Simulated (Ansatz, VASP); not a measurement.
# GdO in VASP and in Ansatz

INCAR

```
PREC = Accurate
ENCUT = 520
EDIFF = 1E-6
ISMEAR = 1
SIGMA = 0.15
LREAL = F
LASPH = T
NELM = 150
ALGO = Normal
ISIF = 2
LWAVE = F
LCHARG = T
ISPIN = 2
MAGMOM = 7 0
LORBIT = 11
LMAXMIX = 6
GGA = RP
LELF = T
LVHAR = T
NBANDS = 23
```

KPOINTS

```
regular mesh
0
Gamma
  9 9 9
```

File POSCAR:

```
GdO
1.0
    0.0000000000      2.8039468150      2.8039468150
    2.8039468150      0.0000000000      2.8039468150
    2.8039468150      2.8039468150      0.0000000000
Gd O
1 1
Direct
    0.0000000000      0.0000000000      0.0000000000
    0.2500000000      0.2500000000      0.2500000000
```

Input for Ansatz:

```yaml
crystal:
  lattice:
    - [0.0, 2.8039468149995965, 2.8039468149995965]
    - [2.8039468149995965, 0.0, 2.8039468149995965]
    - [2.8039468149995965, 2.8039468149995965, 0.0]
  atoms:
    - { symbol: Gd, position: [0.0, 0.0, 0.0], spin: 7.0 }
    - { symbol: O, position: [0.25, 0.25, 0.25] }
accuracy: low
basis:
  ecutwfc: 420.0
kpoints:
  mp_grid:
    grid: [9, 9, 9]
hamiltonian:
  xc: rpbe
magnetization:
  spin_polarized: true
scf:
  self_checks: high
  convergence:
    dr2_threshold: 1.0e-05
  occupations:
    method: cold
    width: 0.15
output:
  stress: true
```

Alike in both runs: task single point; functional RPBE; k mesh 9 × 9 × 9; collinear spin.

|  | VASP | Ansatz |
| --- | --- | --- |
| version | VASP 6.6.1 | Ansatz 0.2.0 |
| potentials or method | VASP PAW PBE potentials, release 64 (Gd, O), cutoff 520 eV | plane waves, PAW |
| occupations | methfessel-paxton of order 1, width 0.15 eV | cold, width 0.15 eV |
| valence electrons in the cell | 24 | 24 |

VASP gave:

```
gap on the k mesh at the Fermi level (eV) : none
pressure (GPa)                            : -6.9
net moment per atom (μB)                  : 3.81
```

Task: Which values does Ansatz return?

Result: gap on the k mesh at the Fermi level (eV): none; pressure (GPa): -6.7; net moment per atom (μB): 3.80.

VASP's potentials were made for PBE, not for RPBE. A gap of «none» marks a metal or a gap that the smearing closes. Ansatz's warnings: published levels not confirmed, stability check not made, stress scf threshold loose.

Spin-orbit coupling is off throughout.
